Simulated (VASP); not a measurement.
# Co (P6_3/mmc) in VASP: notebook

Runs on Co. Level: RPBE. Tasks: single point.

Program: VASP 6.6.1. These are calculated values, not measurements. Logs are shortened: lines on timing, memory, paths and dates and some standing lists are left out, and cuts for length are marked.

## (1) The cell of the first run

The structure is hexagonal, space group P6_3/mmc (No. 194). Conventional cell: a = 2.615 Å, b = 2.615 Å, c = 8.486 Å, α = 90.00°, β = 90.00°, γ = 120.00°. Co (site symmetry -3m) has 12 Co at 2.60 to 2.62 Å within 3.4 Å. Within 3.4 Å of Co (site symmetry -6m2) lie 12 Co at 2.60 to 2.62 Å.

## (2) Single point, RPBE, collinear spin, ferromagnetic start (12.57 Å³/atom)

Contents of INCAR:

```
PREC = Accurate
ENCUT = 520
EDIFF = 1E-6
ISMEAR = -1
SIGMA = 0.05
LREAL = F
LASPH = T
NELM = 150
ALGO = Normal
ISIF = 2
LWAVE = F
LCHARG = F
ISPIN = 2
MAGMOM = 1.748 1.748 1.764 1.764
LORBIT = 11
LMAXMIX = 4
GGA = RP
NBANDS = 30
```

Contents of KPOINTS:

```
Automatic mesh
0
Gamma
  16 16 5
```

Contents of POSCAR:

```
Co
1.0
    2.6154900286      0.0000000000      0.0000000000
   -1.3077450143      2.2650808081      0.0000000000
    0.0000000000      0.0000000000      8.4862774322
Co
4
Direct
    0.0000000000      0.0000000000      0.0000000000
    0.0000000000      0.0000000000      0.5000000000
    0.3333333333      0.6666666667      0.2500000000
    0.6666666667      0.3333333333      0.7500000000
```

Potentials or basis: VASP PAW PBE potentials, release 64 (Co).

Started as:

```bash
> cat potpaw_PBE.64/Co/POTCAR > POTCAR
> mpirun -np 1 vasp_std > vasp.out
```

OUTCAR:

```text
PREC = Accurate
   ENCUT = 520
   EDIFF = 1E-6
   ISMEAR = -1
   LREAL = F
   LASPH = T
   NELM = 150
   ISIF = 2
   ISPIN = 2
   LORBIT = 11
   GGA = RP

 ion  position               nearest neighbor table
   1  0.000  0.000  0.000-   3 2.60   4 2.60   3 2.60   4 2.60   4 2.60   3 2.60
   2  0.000  0.000  0.500-   3 2.60   4 2.60   3 2.60   4 2.60   4 2.60   3 2.60
   3  0.333  0.667  0.250-   1 2.60   2 2.60   1 2.60   2 2.60   1 2.60   2 2.60
   4  0.667  0.333  0.750-   1 2.60   2 2.60   1 2.60   2 2.60   1 2.60   2 2.60

  LATTYP: Found a hexagonal cell.
 ALAT       =     2.6154900286
 C/A-ratio  =     3.2446223612

  Lattice vectors:

 A1 = (   2.6154900286,   0.0000000000,   0.0000000000)
 A2 = (  -1.3077450143,   2.2650808081,   0.0000000000)
 A3 = (   0.0000000000,   0.0000000000,   8.4862774322)

Analysis of symmetry for initial positions (statically):
=====================================================================
 Subroutine PRICEL returns:
 Original cell was already a primitive cell.

 Routine SETGRP: Setting up the symmetry group for a
 hexagonal supercell.

 Subroutine GETGRP returns: Found 24 space group operations
 (whereof 12 operations were pure point group operations)
 out of a pool of 24 trial point group operations.

The static configuration has the point symmetry D_3d.
 The point group associated with its full space group is D_6h.

Analysis of symmetry for dynamics (positions and initial velocities):
=====================================================================
 Subroutine PRICEL returns:
 Original cell was already a primitive cell.

 Routine SETGRP: Setting up the symmetry group for a
 hexagonal supercell.

 Subroutine GETGRP returns: Found 24 space group operations
 (whereof 12 operations were pure point group operations)
 out of a pool of 24 trial point group operations.

The dynamic configuration has the point symmetry D_3d.
 The point group associated with its full space group is D_6h.

Analysis of structural, dynamic, and magnetic symmetry:
=====================================================================
 Subroutine PRICEL returns:
 Original cell was already a primitive cell.

 Routine SETGRP: Setting up the symmetry group for a
 hexagonal supercell.

 Subroutine GETGRP returns: Found 24 space group operations
 (whereof 12 operations were pure point group operations)
 out of a pool of 24 trial point group operations.

The overall configuration has the point symmetry D_3d.
 The point group associated with its full space group is D_6h.

 Subroutine INISYM returns: Found 24 space group operations
 (whereof 12 operations are pure point group operations),
[... 129 lines left out ...]
   LEPSILON=     F    determine dielectric tensor
   LRPA    =     F    only Hartree local field effects (RPA)
 spin polarized calculation
  energy-cutoff  :      520.00
  volume of cell :       50.28
 maximum number of plane-waves:      1384
 NGX is ok and might be reduce to    20
   NGX =  9   NGY =  9   NGZ = 31

 number of electron      35.9999986 magnetization       6.9800404

 Free energy of the ion-electron system (eV)
  ---------------------------------------------------
  ext. energy  EPLUGINS =         0.00000000
  ---------------------------------------------------
  free energy    TOTEN  =       -25.73215778 eV

  energy without entropy =      -25.69754535  energy(sigma->0) =      -25.71485157

 E-fermi :   8.5516     XC(G=0): -12.4455

 val. band max:        8.5515684318   @ k =   0.3750   0.0000   0.0000
 cond. band min:       8.5573603397   @ k =   0.1250   0.0000   0.2000
 fundamental gap:      0.0057919078
 Fermi energy:         8.5515838038

 spin component 1

 k-point     1 :       0.0000    0.0000    0.0000
  band No.  band energies     occupation
      1       0.4266      1.00000
      2       2.4395      1.00000
      3       2.4671      1.00000
      4       3.9493      1.00000
      5       5.7430      1.00000
      6       5.7655      1.00000
[... 781 lines left out ...]
     29      18.8690      0.00000
     30      20.3603      0.00000

 [... further k-points ...]

 spin component 2

 k-point     1 :       0.0000    0.0000    0.0000
  band No.  band energies     occupation
      1       0.3456      1.00000
      2       2.4390      1.00000
      3       2.4424      1.00000
      4       4.9400      1.00000
      5       7.2139      1.00000
      6       7.2822      1.00000
[... 781 lines left out ...]
     29      19.3366      0.00000
     30      20.7550      0.00000

 [... further k-points ...]

------------------------ aborting loop because EDIFF is reached ----------------------------------------

  FORCE on cell =-STRESS in cart. coord.  units (eV):
  Direction    XX          YY          ZZ          XY          YZ          ZX
  --------------------------------------------------------------------------------------
  -------------------------------------------------------------------------------------
  Total       -5.2474443     -5.2474443     -5.2072922     -0.0000000      0.0000000      0.0000000
  in kB     -167.2262393   -167.2262393   -165.9466682     -0.0000000      0.0000000      0.0000000
  external PRESSURE =    -166.7997156 kB  Pullay stress =       0.0000000 kB

 VOLUME and BASIS-vectors are now :
 -----------------------------------------------------------------------------
  energy-cutoff  :      520.00
  volume of cell :       50.28
      direct lattice vectors                 reciprocal lattice vectors
     2.615490029  0.000000000  0.000000000     0.382337531  0.220742676  0.000000000
    -1.307745014  2.265080808  0.000000000     0.000000000  0.441485353  0.000000000
     0.000000000  0.000000000  8.486277432     0.000000000  0.000000000  0.117837298

 POSITION                                       TOTAL-FORCE (eV/Angst)
 -----------------------------------------------------------------------------------
      0.00000      0.00000      0.00000        -0.000000      0.000000      0.000000
      0.00000      0.00000      4.24314        -0.000000      0.000000      0.000000
     -0.00000      1.51005      2.12157        -0.000000      0.000000     -0.000000
      1.30775      0.75503      6.36471         0.000000      0.000000     -0.000000
 -----------------------------------------------------------------------------------
    total drift:                                0.000000     -0.000000      0.000000

  FREE ENERGIE OF THE ION-ELECTRON SYSTEM (eV)
  ---------------------------------------------------
  free  energy   TOTEN  =       -25.7321577833 eV

  energy  without entropy=      -25.6975453519  energy(sigma->0) =      -25.71485157

 total charge

# of ion       s       p       d       tot
------------------------------------------
    1        0.437   0.410   7.178   8.025
    2        0.437   0.410   7.178   8.025
    3        0.436   0.412   7.172   8.020
    4        0.436   0.412   7.172   8.020
--------------------------------------------------
tot          1.745   1.644  28.700  32.088

 magnetization (x)

# of ion       s       p       d       tot
------------------------------------------
    1       -0.012  -0.051   1.854   1.790
    2       -0.012  -0.051   1.854   1.790
    3       -0.012  -0.053   1.868   1.804
    4       -0.012  -0.053   1.868   1.804
--------------------------------------------------
tot         -0.048  -0.207   7.444   7.189
```

OSZICAR:

```text
N       E                     dE             d eps       ncg     rms          rms(c)
DAV:   1     0.235785019710E+03    0.23579E+03   -0.15194E+04 10896   0.153E+03
DAV:   2    -0.156054149656E+02   -0.25139E+03   -0.23489E+03 10806   0.301E+02
DAV:   3    -0.293250803926E+02   -0.13720E+02   -0.12811E+02 12078   0.958E+01
DAV:   4    -0.295607664076E+02   -0.23569E+00   -0.23530E+00 13320   0.121E+01
DAV:   5    -0.295701466809E+02   -0.93803E-02   -0.93794E-02 14630   0.186E+00    0.186E+01
DAV:   6    -0.269501416214E+02    0.26200E+01   -0.30484E+01 12018   0.777E+01    0.126E+01
DAV:   7    -0.260602723391E+02    0.88987E+00   -0.55893E+00 12340   0.390E+01    0.113E+01
DAV:   8    -0.267714630074E+02   -0.71119E+00   -0.56655E+00 12726   0.498E+01    0.167E+01
DAV:   9    -0.257459622276E+02    0.10255E+01   -0.16852E+00 13050   0.278E+01    0.232E+00
DAV:  10    -0.257328316828E+02    0.13131E-01   -0.16484E-01 12398   0.437E+00    0.849E-01
DAV:  11    -0.257313400519E+02    0.14916E-02   -0.13030E-02 13310   0.111E+00    0.407E-01
DAV:  12    -0.257320981543E+02   -0.75810E-03   -0.19368E-03 13804   0.442E-01    0.231E-01
DAV:  13    -0.257321397992E+02   -0.41645E-04   -0.76864E-04 14588   0.502E-01    0.693E-02
DAV:  14    -0.257321660045E+02   -0.26205E-04   -0.13200E-04 14222   0.106E-01    0.780E-02
DAV:  15    -0.257321552662E+02    0.10738E-04   -0.85438E-05 12670   0.211E-01    0.251E-02
DAV:  16    -0.257321606205E+02   -0.53543E-05   -0.90660E-06 13470   0.267E-02    0.330E-02
DAV:  17    -0.257321576934E+02    0.29271E-05   -0.85088E-06 10646   0.664E-02    0.232E-03
DAV:  18    -0.257321577833E+02   -0.89879E-07   -0.73186E-07  6142   0.610E-03
   1 F= -.25732158E+02 E0= -.25714852E+02  d E =-.346124E-01  mag=     6.9800
```

Wall time 3.6 min (1 thread of Intel Xeon Platinum 8488C (Sapphire Rapids), shared host); peak memory 0.31 GiB.

Results:

| Item | Value |
| --- | --- |
| Free energy | -25.7322 eV |
| Pressure | -16.7 GPa |
| Net moment | 6.98 μB per cell |
| Site moments | Co +1.79, +1.80 (each value once) μB |
| Valence electrons inside the program's atomic spheres | Co 8.03, 8.02 (each value once) |

Caveat: the cell stands under tension; the PAW data sets were made with another functional, which shifts forces and pressure a little.

(Part 1 of 2 ends here.)
